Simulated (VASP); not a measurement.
A run of VASP 6.6.1 is set up as follows.

Contents of INCAR:

```
SYSTEM = LiF
PREC = Accurate ; ENCUT = 520
EDIFF = 1E-7 ; ISMEAR = 0
SIGMA = 0.01 ; LREAL = .False.
LASPH = .True. ; NELM = 100
ALGO = Normal ; ISIF = 2
LWAVE = .False. ; LCHARG = .False.
GGA = PE ; NBANDS = 12
```

KPOINTS

```
regular mesh
0
Gamma
  6 6 6
  0 0 0
```

POSCAR

```
LiF
1.0
    0.0000000000      1.9948717406      1.9948717406
    1.9948717406      0.0000000000      1.9948717406
    1.9948717406      1.9948717406      0.0000000000
Li F
1 1
Direct
    0.0000000000      0.0000000000      0.0000000000
    0.5000000000      0.5000000000      0.5000000000
```

Potentials or basis: VASP PAW PBE potentials, release 64 (Li_sv, F).

Launch:

```console
$ cat potpaw_PBE.64/Li_sv/POTCAR potpaw_PBE.64/F/POTCAR > POTCAR
$ mpirun -np 1 vasp_std > vasp.out
```

Problem. What does it give for the band gap on the k mesh?

Solution. 9.35 eV, direct.

Caveat: the k points lie up to 0.45 Å⁻¹ apart. Expect the measured gap to be larger: semilocal functionals such as PBE lack the derivative discontinuity.
